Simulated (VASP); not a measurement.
Runs of VASP 6.6.1 on InP. The structure is that of space group F-43m (No. 216), or close to it. The cells are those of the table. 

```tsv
task	cell	cutoff (eV)	gap on the mesh (eV)	pressure (GPa)
single point	a = 4.139 Å, angles 60.0, 60.0, 90.0°, 2 atoms	520	1.19	1.9
single point	a = 4.061 Å, angles 60.0, 60.0, 90.0°, 2 atoms	520	(a)	6.8
single point	a = 3.966 Å, angles 60.0, 60.0, 90.0°, 2 atoms	520	(b)	14.8
relaxation of cell and atoms	relaxed to 2 GPa from a = 4.177 Å, angles 60.0, 60.0, 90.0°, 2 atoms	600	1.20	2.0
```

Alike in all rows: level r2SCAN; potentials or basis VASP PAW PBE potentials, release 64 (In_d, P); no spin polarisation; k mesh 8 × 8 × 8; smearing gaussian 0.01 eV.

Task: Estimate the missing entries.

Result: (a) 1.52; (b) 1.76.

Caveats: the PAW data sets were made with another functional, which shifts forces and pressure a little; spin-orbit coupling is left out, which moves the levels of the heavy elements; the cell is relaxed towards a set pressure, so the enthalpy falls and the energy may rise (some runs).

A k mesh can miss the band edges, and the runs leave out spin-orbit coupling on In.
